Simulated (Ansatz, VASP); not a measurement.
## BaZnPF in VASP and in Ansatz

```
Ba Zn P F
1.0
     4.14226    0.00000    0.00000
     0.00000    4.14226    0.00000
     0.00000    0.00000    9.49337
Ba Zn P F
2 2 2 2
Direct
  0.50000 0.00000 0.33119
  0.00000 0.50000 0.66881
  0.50000 0.50000 0.00000
  0.00000 0.00000 0.00000
  0.00000 0.50000 0.14688
  0.50000 0.00000 0.85312
  0.50000 0.50000 0.50000
  0.00000 0.00000 0.50000
```

Alike in both runs: task single point; functional PBE; k mesh 6 × 6 × 4; no spin polarisation.

|  | VASP | Ansatz |
| --- | --- | --- |
| version | VASP 6.6.1 | Ansatz 0.2.0 |
| potentials or method | VASP PAW PBE potentials, release 64 (Ba_sv, Zn, P, F) | plane waves, PAW |
| plane-wave cutoff (eV) | 520 | 420 |
| occupations | gaussian, width 0.01 eV | fixed |
| valence electrons in the cell | 68 | 68 |

```csv
,VASP,Ansatz,Ansatz less VASP
gap on the k mesh at the Fermi level (eV),0.44,0.43,-0.007
pressure (GPa),2.1,1.3,-0.82
"traceless stress, the component that is largest in VASP (GPa)",-0.05,-0.09,-0.041
rms of the force components (eV/Å),0.097,0.072,-0.0246
```

Atom by atom the forces differ by 0.042 eV/Å (rms over components).

Spin-orbit coupling is off throughout.
